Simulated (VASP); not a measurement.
# CeO2: single point with LDA

The system is CeO2.

```
Ce O
1.0
     0.00000    2.57959    2.57959
     2.57959    0.00000    2.57959
     2.57959    2.57959    0.00000
Ce O
1 2
Direct
  0.00000 0.00000 0.00000
  0.25000 0.25000 0.25000
  0.75000 0.75000 0.75000
```

```
Program                : VASP 6.6.1
Task                   : single point
Functional             : LDA
Potentials or basis    : VASP PAW LDA potentials, release 64 (Ce, O)
Cutoff                 : 600 eV
k mesh                 : 8 × 8 × 8
Occupations            : gaussian, width 0.01 eV
Spin                   : no spin polarisation
Dipole correction      : no
Further INCAR settings : ALGO = Normal; EDIFF = 1e-06; NBANDS = 19
```

- Pressure: 30.4 GPa
- Band gap on the k mesh: 2.26 eV (least direct gap 2.42 eV)

Levels at points of the mesh, in eV from the valence-band top:
| k point | band 9 | band 10 | band 11 | band 12 | band 13 | band 14 | band 15 | band 16 |
| --- | --- | --- | --- | --- | --- | --- | --- | --- |
| (0.00, 0.00, 0.00) | -4.90 | -0.97 | -0.97 | -0.97 | 2.73 | 2.73 | 2.73 | 3.15 |
| (0.50, 0.00, 0.00) | -1.45 | -1.36 | -0.94 | -0.94 | 2.26 | 2.55 | 2.55 | 2.75 |
| (0.50, 0.50, 0.00) | -1.22 | -1.11 | -1.11 | -1.01 | 2.30 | 2.50 | 2.50 | 2.77 |

Run time: 60 s on 1 thread of Intel Xeon 8259CL, on a shared host, peak memory 0.18 GiB.

Caveat: the cell stands under pressure; spin-orbit coupling is left out, which moves the levels of the heavy elements. Spin polarisation is off, so any magnetic state and its effect on volume and gap are missing.
